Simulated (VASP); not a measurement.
# TiCo (Pm-3m) in VASP: notebook

Aim: see how the results for TiCo move with the level of theory and the settings. Levels: PBE, PBE+D3(BJ). Tasks: single point.

Everything below comes from runs of VASP 6.6.1. Logs are shortened: lines on timing, memory, paths and dates and some standing lists are left out, and cuts for length are marked.

## 1. The cell of the first run

The structure is cubic, space group Pm-3m (No. 221). Conventional cell: a = 2.986 Å, b = 2.986 Å, c = 2.986 Å, α = 90.00°, β = 90.00°, γ = 90.00°. Ti (site symmetry m-3m) has 8 Co at 2.59 Å and 6 Ti at 2.99 Å within 3.4 Å. Within 3.4 Å of Co (site symmetry m-3m) lie 8 Ti at 2.59 Å and 6 Co at 2.99 Å.

## 2. Single point, PBE, collinear spin, ferromagnetic start

Contents of INCAR:

```
ALGO = Normal
EDIFF = 1E-6
ENCUT = 520
GGA = PE
ISIF = 2
ISMEAR = -1
ISPIN = 2
LASPH = True
LCHARG = True
LELF = True
LMAXMIX = 4
LORBIT = 11
LREAL = False
LVHAR = True
LWAVE = False
MAGMOM = 0 1.19
NBANDS = 22
NELM = 150
NUPDOWN = 1.19
PREC = Accurate
SIGMA = 0.03
```

Contents of KPOINTS:

```
k-points
0
Gamma
  13 13 13
```

Contents of POSCAR:

```
TiCo
1.0
    2.9861109900      0.0000000000      0.0000000000
    0.0000000000      2.9861109900      0.0000000000
    0.0000000000      0.0000000000      2.9861109900
Ti Co
1 1
Direct
    0.0000000000      0.0000000000      0.0000000000
    0.5000000000      0.5000000000      0.5000000000
```

Potentials or basis: VASP PAW PBE potentials, release 64 (Ti_sv, Co).

Command:

```bash
cat potpaw_PBE.64/Ti_sv/POTCAR potpaw_PBE.64/Co/POTCAR > POTCAR
mpirun -np 1 vasp_std > vasp.out
```

OUTCAR:

```text
EDIFF = 1E-6
   ENCUT = 520
   GGA = PE
   ISIF = 2
   ISMEAR = -1
   ISPIN = 2
   LASPH = True
   LORBIT = 11
   LREAL = False
   NELM = 150
   NUPDOWN = 1.19
   PREC = Accurate

 ion  position               nearest neighbor table
   1  0.000  0.000  0.000-   2 2.59   2 2.59   2 2.59   2 2.59   2 2.59   2 2.59   2 2.59   2 2.59

   2  0.500  0.500  0.500-   1 2.59   1 2.59   1 2.59   1 2.59   1 2.59   1 2.59   1 2.59   1 2.59

  LATTYP: Found a simple cubic cell.
 ALAT       =     2.9861109900

  Lattice vectors:

 A1 = (   2.9861109900,   0.0000000000,   0.0000000000)
 A2 = (   0.0000000000,   2.9861109900,   0.0000000000)
 A3 = (   0.0000000000,   0.0000000000,   2.9861109900)

Analysis of symmetry for initial positions (statically):
=====================================================================
 Subroutine PRICEL returns:
 Original cell was already a primitive cell.

 Routine SETGRP: Setting up the symmetry group for a
 simple cubic supercell.

 Subroutine GETGRP returns: Found 48 space group operations
 (whereof 48 operations were pure point group operations)
 out of a pool of 48 trial point group operations.

The static configuration has the point symmetry O_h .

Analysis of symmetry for dynamics (positions and initial velocities):
=====================================================================
 Subroutine PRICEL returns:
 Original cell was already a primitive cell.

 Routine SETGRP: Setting up the symmetry group for a
 simple cubic supercell.

 Subroutine GETGRP returns: Found 48 space group operations
 (whereof 48 operations were pure point group operations)
 out of a pool of 48 trial point group operations.

The dynamic configuration has the point symmetry O_h .

Analysis of structural, dynamic, and magnetic symmetry:
=====================================================================
 Subroutine PRICEL returns:
 Original cell was already a primitive cell.

 Routine SETGRP: Setting up the symmetry group for a
 simple cubic supercell.

 Subroutine GETGRP returns: Found 48 space group operations
 (whereof 48 operations were pure point group operations)
 out of a pool of 48 trial point group operations.

The overall configuration has the point symmetry O_h .

 Subroutine INISYM returns: Found 48 space group operations
 (whereof 48 operations are pure point group operations),
 and found     1 'primitive' translations

----------------------------------------------------------------------------------------

                                     Primitive cell

  volume of cell :      26.6267

  direct lattice vectors                    reciprocal lattice vectors
     2.986110990  0.000000000  0.000000000     0.334883735  0.000000000  0.000000000
     0.000000000  2.986110990  0.000000000     0.000000000  0.334883735  0.000000000
     0.000000000  0.000000000  2.986110990     0.000000000  0.000000000  0.334883735

  length of vectors
     2.986110990  2.986110990  2.986110990     0.334883735  0.334883735  0.334883735

  position of ions in fractional coordinates (direct lattice)
     0.000000000  0.000000000  0.000000000
     0.500000000  0.500000000  0.500000000

  ion indices of the primitive-cell ions
   primitive index   ion index
                 1           1
                 2           2

----------------------------------------------------------------------------------------

 KPOINTS: k-points

Automatic generation of k-mesh.
 Grid dimensions read from file:
 generate k-points for:   13   13   13

 Generating k-lattice:

  Cartesian coordinates                     Fractional coordinates (reciprocal lattice)
     0.025760287  0.000000000  0.000000000     0.076923077  0.000000000  0.000000000
     0.000000000  0.025760287  0.000000000     0.000000000  0.076923077  0.000000000
     0.000000000  0.000000000  0.025760287     0.000000000  0.000000000  0.076923077

  Length of vectors
     0.025760287  0.025760287  0.025760287

  Shift w.r.t. Gamma in fractional coordinates (k-lattice)
     0.000000000  0.000000000  0.000000000

 Subroutine IBZKPT returns following result:
 ===========================================

 Found     84 irreducible k-points:

 Following reciprocal coordinates:
            Coordinates               Weight
  0.000000  0.000000  0.000000      1.000000
  0.076923  0.000000  0.000000      6.000000
  0.153846  0.000000  0.000000      6.000000
  0.230769  0.000000  0.000000      6.000000
  0.307692  0.000000  0.000000      6.000000
  0.384615  0.000000  0.000000      6.000000
[... 16 lines left out ...]
  0.307692  0.307692  0.000000     12.000000
  0.384615  0.307692  0.000000     24.000000
 [... further k-points ...]
   k-points           NKPTS =     84   k-points in BZ     NKDIM =     84   number of bands    NBANDS=     22
   number of dos      NEDOS =    301   number of ions     NIONS =      2
   total plane-waves  NPLWV =  13824
   dimension x,y,z NGX =    24 NGY =   24 NGZ =   24
   dimension x,y,z NGXF=    48 NGYF=   48 NGZF=   48
   ions per type =               1   1
   NGX,Y,Z   is equivalent  to a cutoff of  13.36, 13.36, 13.36 a.u.
   NGXF,Y,Z  is equivalent  to a cutoff of  26.72, 26.72, 26.72 a.u.
 SYSTEM =  unknown system
   PREC   = accura    normal or accurate (medium, high low for compatibility)
   ISTART =      0    job   : 0-new  1-cont  2-samecut
   ICHARG =      2    charge: 1-file 2-atom 10-const
   ISPIN  =      2    spin polarized calculation?
   LNONCOLLINEAR =      F non collinear calculations
   LSORBIT =      F    spin-orbit coupling
   LASPH  =      T    aspherical Exc in radial PAW
   ENCUT  =  520.0 eV  38.22 Ry    6.18 a.u.   5.55  5.55  5.55*2*pi/ulx,y,z
   NELM   =    150;   NELMIN=  2; NELMDL= -5     # of ELM steps
   EDIFF  = 0.1E-05   stopping-criterion for ELM
   LREAL  =      F    real-space projection
   EDIFFG = 0.1E-04   stopping-criterion for IOM
   NSW    =      0    number of steps for IOM
   IBRION =     -1    ionic relax: 0-MD 1-quasi-New 2-CG
   NFREE  =      0    steps in history (QN), initial steepest desc. (CG)
   ISIF   =      2    stress and relaxation
   ISYM   =      2    0-nonsym 1-usesym 2-fastsym
   POTIM  = 0.5000    time-step for ionic-motion
   TEBEG  =    0.0;   TEEND  =   0.0 temperature during run
   PSTRESS=    0.0 pullay stress
   NELECT =      21.0000    total number of electrons
   NUPDOWN=       1.1900    fix difference up-down
   EMIN   =  10.00;   EMAX   =-10.00  energy-range for DOS
   EFERMI =   0.00;   METHOD = LEGACY
   ISMEAR =    -1;   SIGMA  =   0.03  broadening in eV -4-tet -1-fermi 0-gaus
   EFERMI_NEDOS =   21; number of points for ismear=-14 and -15
   IALGO  =     38    algorithm
   IMIX   =      4    mixing-type and parameters
     AMIX     =   0.40;   BMIX     =  1.00
     AMIX_MAG =   1.60;   BMIX_MAG =  1.00
  volume/ion in A,a.u.               =      13.31        89.84
  Fermi-wavevector in a.u.,A,eV,Ry     =   1.512546  2.858298 31.127355  2.287796
  Thomas-Fermi vector in A             =   2.622456
   LORBIT       =     11    0 simple, 1 ext, 2 COOP (PROOUT), +10 PAW based schemes
   GGA     = PE    functional components
   LHFCALC =     F    Hartree Fock is set to
   AEXX    =    0.0000 exact exchange contribution
   IVDW    =     0    specifies the selected vdW correction
   LEPSILON=     F    determine dielectric tensor
   LRPA    =     F    only Hartree local field effects (RPA)
 spin polarized calculation
  energy-cutoff  :      520.00
  volume of cell :       26.63
 maximum number of plane-waves:       739
 NGX is ok and might be reduce to    24
   NGX = 11   NGY = 11   NGZ = 11

 number of electron      20.9999983 magnetization       1.1899996

 Free energy of the ion-electron system (eV)
  ---------------------------------------------------
  ext. energy  EPLUGINS =         0.00000000
  ---------------------------------------------------
  free energy    TOTEN  =       -15.63098411 eV

  energy without entropy =      -15.62622049  energy(sigma->0) =      -15.62860230

 E-fermi :   9.2829     XC(G=0): -12.5719

 val. band max:       10.0037999247   @ k =   0.3846   0.3846   0.1538
 cond. band min:       9.3320284081   @ k =   0.4615   0.0000   0.0000
 fundamental gap:     -0.6717715166
 Fermi energy:        10.0052965454

 spin component 1

 k-point     1 :       0.0000    0.0000    0.0000
  band No.  band energies     occupation
      1     -47.2485      1.00000
      2     -23.3438      1.00000
      3     -23.3438      1.00000
      4     -23.3438      1.00000
      5       2.1856      1.00000
      6       5.6877      1.00000
[... 14 lines left out ...]
     21      29.1652      0.00000
     22      30.8095      0.00000
[... 552 lines left out ...]
  band No.  band energies     occupation
      1     -47.2011      1.00000
      2     -23.5768      1.00000
      3     -23.5134      1.00000
      4     -23.3060      1.00000
      5       5.3106      1.00000
      6       6.1615      1.00000
[... 14 lines left out ...]
     21      26.9046      0.00000
     22      29.5311      0.00000

 [... further k-points ...]

 spin component 2

 k-point     1 :       0.0000    0.0000    0.0000
  band No.  band energies     occupation
      1     -47.1079      1.00000
      2     -23.2040      1.00000
      3     -23.2040      1.00000
      4     -23.2040      1.00000
      5       2.2918      1.00000
      6       6.5135      1.00000
[... 14 lines left out ...]
     21      29.5003      0.00000
     22      30.8154      0.00000
[... 552 lines left out ...]
  band No.  band energies     occupation
      1     -47.0603      1.00000
      2     -23.4381      1.00000
      3     -23.3744      1.00000
      4     -23.1660      1.00000
      5       5.6145      1.00000
      6       6.6602      1.00000
[... 14 lines left out ...]
     21      26.9811      0.00000
     22      29.6909      0.00000

 [... further k-points ...]

------------------------ aborting loop because EDIFF is reached ----------------------------------------

  FORCE on cell =-STRESS in cart. coord.  units (eV):
  Direction    XX          YY          ZZ          XY          YZ          ZX
  --------------------------------------------------------------------------------------
  -------------------------------------------------------------------------------------
  Total       -0.0108984     -0.0108984     -0.0108984     -0.0000000     -0.0000000      0.0000000
  in kB       -0.6557746     -0.6557746     -0.6557746     -0.0000000     -0.0000000      0.0000000
  external PRESSURE =      -0.6557746 kB  Pullay stress =       0.0000000 kB

 VOLUME and BASIS-vectors are now :
 -----------------------------------------------------------------------------
  energy-cutoff  :      520.00
  volume of cell :       26.63
      direct lattice vectors                 reciprocal lattice vectors
     2.986110990  0.000000000  0.000000000     0.334883735  0.000000000  0.000000000
     0.000000000  2.986110990  0.000000000     0.000000000  0.334883735  0.000000000
     0.000000000  0.000000000  2.986110990     0.000000000  0.000000000  0.334883735

 POSITION                                       TOTAL-FORCE (eV/Angst)
 -----------------------------------------------------------------------------------
      0.00000      0.00000      0.00000         0.000000      0.000000      0.000000
      1.49306      1.49306      1.49306         0.000000      0.000000      0.000000
 -----------------------------------------------------------------------------------
    total drift:                                0.000000      0.000000     -0.000000

  FREE ENERGIE OF THE ION-ELECTRON SYSTEM (eV)
  ---------------------------------------------------
  free  energy   TOTEN  =       -15.6309841131 eV

  energy  without entropy=      -15.6262204897  energy(sigma->0) =      -15.62860230

 total charge

# of ion       s       p       d       tot
------------------------------------------
    1        2.247   6.176   1.869  10.293
    2        0.527   0.458   7.302   8.287
--------------------------------------------------
tot          2.775   6.634   9.171  18.580

 magnetization (x)

# of ion       s       p       d       tot
------------------------------------------
    1        0.000  -0.001   0.136   0.135
    2        0.029   0.015   0.994   1.038
--------------------------------------------------
tot          0.029   0.014   1.130   1.173
```

It took 40 s on 1 thread of Intel Xeon Platinum 8488C (Sapphire Rapids), shared host; peak memory 0.2 GiB.

What came out:

```
Free energy                                           : -15.6310 eV
Pressure                                              : -0.1 GPa
Net moment                                            : 1.19 μB per cell
Site moments                                          : Ti +0.14; Co +1.04 μB
Valence electrons inside the program's atomic spheres : Ti 10.29; Co 8.29
```

Caveat: the total moment is fixed, so each spin has its own Fermi level and the state may be an excited one.

[end of part 1 of 2]
